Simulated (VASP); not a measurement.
# Al3InAs4 (Amm2) in VASP: vibrations by perturbation theory with PBE

Aim: the vibrations by perturbation theory of Al3InAs4 with PBE.

Program: VASP 6.6.1. These are calculated values, not measurements. Logs are shortened: lines on timing, memory, paths and dates and some standing lists are left out, and cuts for length are marked.

**1. The cell of the first run**

It takes space group Amm2 (No. 38, orthorhombic). The conventional cell has a = 4.127 Å, b = 8.259 Å, c = 11.678 Å, α = 90.00°, β = 90.00°, γ = 90.00°. Al (site symmetry mm2) has 4 As at 2.50 to 2.53 Å within 3.3 Å. Within 3.2 Å of Al (site symmetry m) lie 4 As at 2.46 to 2.53 Å. Within 3.4 Å of In (site symmetry mm2) lie 4 As at 2.61 to 2.63 Å. As (site symmetry m) has 3 Al at 2.49 to 2.50 Å and 1 In at 2.63 Å within 3.3 Å. Within 3.2 Å of As (site symmetry mm2) lie 2 Al at 2.46 Å and 2 In at 2.61 Å. Within 3.3 Å of As (site symmetry mm2) lie 4 Al at 2.53 Å.

**2. Vibrations by perturbation theory, PBE**

Input file INCAR:

```
SYSTEM = Al3InAs4
ALGO     = Normal         ! electronic algorithm
EDIFF    = 1E-8           ! SCF threshold, eV
ENCUT    = 500            ! plane-wave cutoff, eV
GGA      = PE             ! functional
GGA_COMPAT= .False.      
IBRION   = 8              ! ionic algorithm
ISIF     = 2              ! what is computed and relaxed
ISMEAR   = 0              ! smearing method
KPAR     = 4            
LASPH    = .True.         ! aspherical terms in the spheres
LCHARG   = .False.        ! write CHGCAR
LEPSILON = .True.         ! dielectric tensor by DFPT
LREAL    = .False.        ! projectors in reciprocal space
LWAVE    = .False.        ! write WAVECAR
NELM     = 120            ! most SCF steps
NSW      = 1              ! ionic steps
PREC     = Accurate       ! precision mode
SIGMA    = 0.01           ! smearing width, eV
```

Input file KPOINTS:

```
k-points
0
Gamma
  8 4 4
  0 0 0
```

Input file POSCAR:

```
Al3InAs4
1.0
    4.1266631575      0.0000000000      0.0000000000
    0.0000000000      4.1297239458      5.8390706183
    0.0000000000     -4.1297239458      5.8390706183
Al In As
3 1 4
Direct
    0.0000000000     -0.0000519961     -0.0000519961
    0.5000000000      0.5004472922      0.9992799629
    0.5000000000      0.9992799629      0.5004472922
    0.0000000000      0.5007669962      0.5007669962
    0.0000000000      0.8912160891      0.3696466580
    0.5000000000      0.3636816357      0.3636816357
    0.0000000000      0.3696466580      0.8912160891
    0.5000000000      0.8750143619      0.8750143619
```

Potentials or basis: VASP PAW PBE potentials, release 64 (Al, In_d, As).

Command:

```console
cat potpaw_PBE.64/Al/POTCAR potpaw_PBE.64/In_d/POTCAR potpaw_PBE.64/As/POTCAR > POTCAR
mpirun -np 4 vasp_std > vasp.out
```

OUTCAR:

```text
SYSTEM = Al3InAs4
   EDIFF = 1E-8
   ENCUT = 500
   GGA = PE
   IBRION = 8
   ISIF = 2
   ISMEAR = 0
   LASPH = .True.
   LEPSILON = .True.
   LREAL = .False.
   NELM = 120
   NSW = 1
   PREC = Accurate

 ion  position               nearest neighbor table
   1  0.000  1.000  1.000-   5 2.50   7 2.50   8 2.53   8 2.53
   2  0.500  0.500  0.999-   6 2.46   7 2.49   7 2.49   8 2.53
   3  0.500  0.999  0.500-   6 2.46   5 2.49   5 2.49   8 2.53
   4  0.000  0.501  0.501-   6 2.61   6 2.61   7 2.63   5 2.63
   5  0.000  0.891  0.370-   3 2.49   3 2.49   1 2.50   4 2.63
   6  0.500  0.364  0.364-   2 2.46   3 2.46   4 2.61   4 2.61
   7  0.000  0.370  0.891-   2 2.49   2 2.49   1 2.50   4 2.63
   8  0.500  0.875  0.875-   2 2.53   3 2.53   1 2.53   1 2.53

  LATTYP: Found a base centered orthorhombic cell.
 ALAT       =     8.2594478916
 B/A-ratio  =     1.4139130593
 C/A-ratio  =     0.4996294197

  Lattice vectors:

 A1 = (   0.0000000000,   4.1297239458,  -5.8390706183)
 A2 = (   0.0000000000,   4.1297239458,   5.8390706183)
 A3 = (   4.1266631575,   0.0000000000,   0.0000000000)

Analysis of symmetry for initial positions (statically):
=====================================================================
 Subroutine PRICEL returns:
 Original cell was already a primitive cell.

 Routine SETGRP: Setting up the symmetry group for a
 base centered orthorhombic supercell.

 Subroutine GETGRP returns: Found  4 space group operations
 (whereof  4 operations were pure point group operations)
 out of a pool of  8 trial point group operations.
[... 1033 lines left out ...]
  y     0.00000     0.00000     0.00000     0.00000    -5.69779     0.00000
  z     5.21724    -5.86761     0.54512     0.00000     0.00000     0.00000

 SECOND DERIVATIVES (NOT SYMMETRIZED)
 ------------------------------------
               1X          1Y          1Z          2X          2Y          2Z          3X          3Y          3Z          4X          4Y          4Z          5X          5Y          5Z          6X          6Y          6Z          7X          7Y          7Z          8X          8Y          8Z
  1X    -7.086879    0.000000    0.000000   -0.405462    0.000000    0.000000   -0.405462    0.000000    0.000000    0.102913    0.000000    0.000000    0.632604    0.000000    0.000000    0.044734    0.000000    0.000000    0.632604    0.000000    0.000000    6.484948    0.000000    0.000000
  1Y     0.000000   -8.746864    0.000000    0.000000   -0.340714    0.812752    0.000000   -0.340714   -0.812752    0.000000    1.378734    0.000000    0.000000    3.390195   -2.101540    0.000000   -0.106041    0.000000    0.000000    3.390195    2.101540    0.000000    1.375207    0.000000
  1Z     0.000000    0.000000   -9.925144    0.000000    0.827363    1.231648    0.000000   -0.827363    1.231648    0.000000    0.000000   -0.717988    0.000000   -2.181361    2.197287    0.000000    0.000000   -0.079579    0.000000    2.181361    2.197287    0.000000    0.000000    3.864841
  2X    -0.405441    0.000000    0.000000   -7.978894    0.000000    0.000000    0.174876    0.000000    0.000000   -0.234085    0.000000    0.000000    0.041929    0.000000    0.000000    0.346309    0.000000    0.000000    7.439406    0.000000    0.000000    0.615901    0.000000    0.000000
  2Y     0.000000   -0.340416    0.827258    0.000000   -9.260070    0.315457    0.000000    1.341677   -0.016720    0.000000   -0.266159   -0.915717    0.000000   -0.164582   -0.008575    0.000000    4.360210   -2.355715    0.000000    1.133436    0.426421    0.000000    3.195905    1.727591
  2Z     0.000000    0.813778    1.232552    0.000000    0.316171   -9.766920    0.000000    0.016906   -0.831371    0.000000   -0.925665    1.212191    0.000000   -0.015384   -0.038195    0.000000   -2.282888    2.126634    0.000000    0.343527    4.115985    0.000000    1.733556    1.949125
  3X    -0.405441    0.000000    0.000000    0.174876    0.000000    0.000000   -7.978894    0.000000    0.000000   -0.234085    0.000000    0.000000    7.439406    0.000000    0.000000    0.346309    0.000000    0.000000    0.041929    0.000000    0.000000    0.615901    0.000000    0.000000
  3Y     0.000000   -0.340416   -0.827258    0.000000    1.341677    0.016720    0.000000   -9.260070   -0.315457    0.000000   -0.266159    0.915717    0.000000    1.133436   -0.426421    0.000000    4.360210    2.355715    0.000000   -0.164582    0.008575    0.000000    3.195905   -1.727591
  3Z     0.000000   -0.813778    1.232552    0.000000   -0.016906   -0.831371    0.000000   -0.316171   -9.766920    0.000000    0.925665    1.212191    0.000000   -0.343527    4.115985    0.000000    2.282888    2.126634    0.000000    0.015384   -0.038195    0.000000   -1.733556    1.949125
  4X     0.102008    0.000000    0.000000   -0.234974    0.000000    0.000000   -0.234974    0.000000    0.000000   -7.559883    0.000000    0.000000    0.172940    0.000000    0.000000    7.584827    0.000000    0.000000    0.172940    0.000000    0.000000   -0.002884    0.000000    0.000000
  4Y     0.000000    1.393243    0.000000    0.000000   -0.251037   -0.922841    0.000000   -0.251037    0.922841    0.000000   -8.849130    0.000000    0.000000    3.792494    2.322255    0.000000    0.625003    0.000000    0.000000    3.792494   -2.322255    0.000000   -0.252031    0.000000
  4Z     0.000000    0.000000   -0.716495    0.000000   -0.916697    1.218147    0.000000    0.916697    1.218147    0.000000    0.000000  -10.068807    0.000000    2.339856    1.943497    0.000000    0.000000    4.598737    0.000000   -2.339856    1.943497    0.000000    0.000000   -0.136723
  5X     0.632891    0.000000    0.000000    0.041717    0.000000    0.000000    7.437591    0.000000    0.000000    0.175207    0.000000    0.000000   -8.592384    0.000000    0.000000    0.272098    0.000000    0.000000   -0.108723    0.000000    0.000000    0.141602    0.000000    0.000000
  5Y     0.000000    3.390617   -2.181073    0.000000   -0.164176   -0.015310    0.000000    1.133260   -0.341281    0.000000    3.777733    2.339526    0.000000   -9.440285    0.138267    0.000000    0.244210    0.652473    0.000000    0.870183    0.021260    0.000000    0.188458   -0.613863
  5Z     0.000000   -2.100884    2.196588    0.000000   -0.007199   -0.037425    0.000000   -0.426320    4.115791    0.000000    2.323389    1.937778    0.000000    0.135441   -9.569942    0.000000    0.730460    0.733676    0.000000   -0.022376   -0.103610    0.000000   -0.632512    0.727145
  6X     0.044262    0.000000    0.000000    0.346926    0.000000    0.000000    0.346926    0.000000    0.000000    7.585255    0.000000    0.000000    0.272299    0.000000    0.000000   -8.817823    0.000000    0.000000    0.272299    0.000000    0.000000   -0.050146    0.000000    0.000000
  6Y     0.000000   -0.105939    0.000000    0.000000    4.358589   -2.282483    0.000000    4.358589    2.282483    0.000000    0.611844    0.000000    0.000000    0.244394    0.731268    0.000000  -10.561006    0.000000    0.000000    0.244394   -0.731268    0.000000    0.849135    0.000000
  6Z     0.000000    0.000000   -0.079517    0.000000   -2.355445    2.125814    0.000000    2.355445    2.125814    0.000000    0.000000    4.595441    0.000000    0.652227    0.732861    0.000000    0.000000  -10.056484    0.000000   -0.652227    0.732861    0.000000    0.000000   -0.176792
  7X     0.632891    0.000000    0.000000    7.437591    0.000000    0.000000    0.041717    0.000000    0.000000    0.175207    0.000000    0.000000   -0.108723    0.000000    0.000000    0.272098    0.000000    0.000000   -8.592384    0.000000    0.000000    0.141602    0.000000    0.000000
  7Y     0.000000    3.390617    2.181073    0.000000    1.133260    0.341281    0.000000   -0.164176    0.015310    0.000000    3.777733   -2.339526    0.000000    0.870183   -0.021260    0.000000    0.244210   -0.652473    0.000000   -9.440285   -0.138267    0.000000    0.188458    0.613863
  7Z     0.000000    2.100884    2.196588    0.000000    0.426320    4.115791    0.000000    0.007199   -0.037425    0.000000   -2.323389    1.937778    0.000000    0.022376   -0.103610    0.000000   -0.730460    0.733676    0.000000   -0.135441   -9.569942    0.000000    0.632512    0.727145
  8X     6.482906    0.000000    0.000000    0.616115    0.000000    0.000000    0.616115    0.000000    0.000000   -0.002575    0.000000    0.000000    0.142642    0.000000    0.000000   -0.049953    0.000000    0.000000    0.142642    0.000000    0.000000   -7.947892    0.000000    0.000000
  8Y     0.000000    1.373223    0.000000    0.000000    3.198250    1.734687    0.000000    3.198250   -1.734687    0.000000   -0.265929    0.000000    0.000000    0.190456   -0.631763    0.000000    0.849882    0.000000    0.000000    0.190456    0.631763    0.000000   -8.734587    0.000000
  8Z     0.000000    0.000000    3.867026    0.000000    1.727573    1.949240    0.000000   -1.727573    1.949240    0.000000    0.000000   -0.143455    0.000000   -0.612229    0.725733    0.000000    0.000000   -0.175735    0.000000    0.612229    0.725733    0.000000    0.000000   -8.897782

 Eigenvectors and eigenvalues of the dynamical matrix
 ----------------------------------------------------

   1 f  =   10.623975 THz    66.752403 2PiTHz  354.377658 cm-1    43.937210 meV
             X         Y         Z           dx          dy          dz
      0.000000  0.000000 11.677534     0.000000   -0.000000   -0.566462
      2.063332 -2.060041  8.757013     0.000000    0.028555    0.565327
      2.063332  2.060041  8.757013     0.000000   -0.028555    0.565327
      0.000000  0.000000  5.848028     0.000000    0.000000   -0.048794
      0.000000  2.153938  7.362267    -0.000000   -0.060496   -0.063845
      2.063332  0.000000  4.247126    -0.000000    0.000000   -0.142787
      0.000000 -2.153938  7.362267    -0.000000    0.060496   -0.063845
      2.063332  0.000000 10.218541    -0.000000    0.000000   -0.007772
[... 243 lines left out ...]
  24 f/i=    0.020218 THz     0.127033 2PiTHz    0.674399 cm-1     0.083615 meV
             X         Y         Z           dx          dy          dz
      0.000000  0.000000 11.677534     0.000000    0.234095   -0.000000
      2.063332 -2.060041  8.757013     0.000000    0.235382    0.001516
      2.063332  2.060041  8.757013     0.000000    0.235382   -0.001516
      0.000000  0.000000  5.848028     0.000000    0.475280   -0.000000
      0.000000  2.153938  7.362267     0.000000    0.388117   -0.002886
      2.063332  0.000000  4.247126     0.000000    0.390485   -0.000000
      0.000000 -2.153938  7.362267     0.000000    0.388117    0.002886
      2.063332  0.000000 10.218541     0.000000    0.393357   -0.000000

--------------------------------------------------------------------------------------------------------

 MACROSCOPIC STATIC DIELECTRIC TENSOR IONIC CONTRIBUTION
 ------------------------------------------------------
           2.394483    -0.000000    -0.000000
          -0.000000     2.318034     0.000000
          -0.000000     0.000000     2.271114
 ------------------------------------------------------

 ELASTIC MODULI CONTR FROM IONIC RELAXATION (kBar)
 Direction    XX          YY          ZZ          XY          YZ          ZX
 --------------------------------------------------------------------------------
 XX        -200.5236    195.0026     -5.6827     -0.0000     -0.0000      0.0000
 YY         195.0026   -206.1199     -2.3887     -0.0000     -0.0000     -0.0000
 ZZ          -5.6827     -2.3887     -7.5537     -0.0000     -0.0000     -0.0000
 XY          -0.0000     -0.0000     -0.0000     -0.2578     -0.0000     -0.0000
 YZ           0.0000      0.0000     -0.0000     -0.0000   -191.9421     -0.0000
 ZX           0.0000     -0.0000     -0.0000     -0.0000     -0.0000   -202.5030
 --------------------------------------------------------------------------------

 PIEZOELECTRIC TENSOR IONIC CONTR  for field in x, y, z        (C/m^2)
          XX          YY          ZZ          XY          YZ          ZX
  --------------------------------------------------------------------------------
  x     0.00000    -0.00000    -0.00000    -0.00000    -0.00000    -0.64555
  y    -0.00000     0.00000     0.00000     0.00000     0.62278     0.00000
  z    -0.62398     0.62576    -0.00658    -0.00000     0.00000     0.00000
```

Run time: 29 min. Hardware: 4 MPI ranks of Intel Xeon 6975P-C (Granite Rapids), shared host; peak memory 1 GiB.

What came out:

- Electronic dielectric tensor (diagonal): 12.12, 11.89, 11.47
- Born charges (mean of the diagonal): Al +2.22, +2.17 (each value once); In +2.48; As -2.26, -2.37, -2.15 (each value once) e
- Highest phonon frequency at Γ, LO-TO splitting left out: 354 cm⁻¹

Phonon frequencies in cm⁻¹ (negative: imaginary):
| q point | frequencies |
| --- | --- |
| (0.000, 0.000, 0.000) | -1 0 0 50 60 63 70 88 93 193 195 200 211 214 220 300 313 323 328 329 333 344 345 354 |

Electronic dielectric tensor:
```
12.12  0.00  0.00
 0.00 11.89  0.00
 0.00  0.00 11.47
```

Born effective charge tensors (e):
atom 1, Al
```
2.15 0.00 0.00
0.00 2.21 0.00
0.00 0.00 2.31
```
atom 2, Al
```
 2.22  0.00  0.00
 0.00  2.23 -0.02
 0.00 -0.03  2.06
```
atom 3, Al
```
2.22 0.00 0.00
0.00 2.23 0.02
0.00 0.03 2.06
```
atom 4, In
```
2.46 0.00 0.00
0.00 2.41 0.00
0.00 0.00 2.55
```
atom 5, As
```
-2.34  0.00  0.00
 0.00 -2.22  0.14
 0.00  0.13 -2.23
```
atom 6, As
```
-2.20  0.00  0.00
 0.00 -2.52  0.00
 0.00  0.00 -2.37
```
atom 7, As
```
-2.34  0.00  0.00
 0.00 -2.22 -0.14
 0.00 -0.13 -2.23
```
atom 8, As
```
-2.17  0.00  0.00
 0.00 -2.12  0.00
 0.00  0.00 -2.15
```

Caveat: spin-orbit coupling is left out, which moves the levels of the heavy elements.
